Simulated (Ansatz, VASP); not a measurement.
Ru: VASP beside Ansatz

```xyz
2
Lattice="2.7044 0.0000 0.0000 -1.3522 2.3421 0.0000 0.0000 0.0000 4.2661" Properties=species:S:1:pos:R:3 pbc="T T T"
Ru    0.0000    1.5614    1.0665
Ru    1.3522    0.7807    3.1996
```

Alike in both runs: functional r2SCAN; k mesh 18 × 18 × 10; occupations fermi-dirac, width 0.15 eV; no spin polarisation.

Ansatz relaxed the structure, and its values are those at the end. VASP's run is a single point on that final structure, the one shown.

|  | VASP | Ansatz |
| --- | --- | --- |
| version | VASP 6.6.1 | Ansatz 0.2.0 |
| potentials or method | VASP PAW PBE potentials, release 64 (Ru_pv), cutoff 520 eV | scalar-relativistic, plane waves, PAW |
| valence electrons in the cell | 28 | 32 |

|  | VASP | Ansatz | Ansatz less VASP |
| --- | --- | --- | --- |
| gap on the k mesh at the Fermi level (eV) | none | none | - |
| pressure (GPa) | 1.5 | 0.0 | -1.53 |

VASP's potentials were made for PBE, not for r2SCAN. A gap of «none» marks a metal or a gap that the smearing closes. VASP's potentials hold 28 valence electrons a cell and Ansatz's 32, so a difference there can come from the potentials and not from the codes.
